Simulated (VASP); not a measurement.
Set up this calculation in VASP 6.6.1, as the native input.

* Task: single point
* Functional: PBE
* Potentials or basis: VASP PAW PBE potentials, release 64 (Si, N)
* Cutoff: 520 eV
* k mesh: 2 × 2 × 2
* Occupations: gaussian, width 0.02 eV
* Spin: collinear spin, ferromagnetic start
* Starting moments: [0.0, 0.0, 0.0, 0.0, 0.0, 0.0, 0.0, 0.0, 0.0, 0.0, 0.0, 0.0, 0.0, 0.0, 0.0, 0.0, 1.0] μB
* Dipole correction: no
* Further INCAR settings: LREAL = Auto; ALGO = Normal; EDIFF = 1e-06; NBANDS = 52

The structure of Si16N (a cell with a defect) lies in POSCAR:

```
Si16N
1.0
    0.0000000000      5.4300000000      5.4300000000
    5.4300000000      0.0000000000      5.4300000000
    5.4300000000      5.4300000000      0.0000000000
Si N
16 1
Direct
    0.0190817790     -0.0037988234      0.0189964755
    0.1100612264      0.1698275295      0.1099527670
    0.0190682177     -0.0034363797      0.4655795776
    0.0713241025      0.1268309513      0.6509983873
   -0.0146410957      0.5440217219     -0.0147417893
    0.1307784301      0.6254524847      0.1306720514
   -0.0077928226      0.5013335006      0.5033055064
    0.1308007497      0.6258200453      0.6128916724
    0.4656842303     -0.0034233616      0.0189382964
    0.6510884669      0.1268343951      0.0712190552
    0.4905023978      0.0287877102      0.4904260579
    0.6510797544      0.1268875457      0.6509699137
    0.5034156532      0.5013318680     -0.0079116418
    0.6129894747      0.6258282742      0.1306921681
    0.5034754893      0.5013564768      0.5033707608
    0.6170108667      0.6494597475      0.6168978228
    0.7988083795      0.1041380139      0.7986736189
```

These files were run (other wordings do the same):

INCAR

```
SYSTEM = Si16N
  PREC = Accurate
  ENCUT = 520
  EDIFF = 1E-6
  ISMEAR = 0
  SIGMA = 0.02
  LREAL = Auto
  LASPH = .True.
  NELM = 150
  ALGO = Normal
  ISIF = 2
  LWAVE = .False.
  LCHARG = .False.
  ISPIN = 2
  MAGMOM = 0 0 0 0 0 0 0 0 0 0 0 0 0 0 0 0 1
  LORBIT = 11
  GGA = PE
  NBANDS = 52
```

KPOINTS

```
Automatic mesh
0
Gamma
  2 2 2
  0 0 0
```

Potentials or basis: VASP PAW PBE potentials, release 64 (Si, N).

Command:

```sh
$ cat potpaw_PBE.64/Si/POTCAR potpaw_PBE.64/N/POTCAR > POTCAR
$ mpirun -np 1 vasp_std > vasp.out
```

It gave:

```
Pressure                                              : 3.4 GPa
Largest force                                         : 0.015 eV/Å
Net moment                                            : 0.25 μB per cell
Site moments                                          : Si +0.01, +0.00, -0.00 (each value once); N +0.03 μB
Valence electrons inside the program's atomic spheres : Si 1.70, 1.76, 1.65, 1.69, 1.58 (each value once); N 3.73
```

Caveat: the k points lie up to 0.50 Å⁻¹ apart.

Run time: 7.8 min on 1 thread of AMD EPYC 7R13 Processor (Zen 3), with other jobs on the host, peak memory 0.68 GiB.
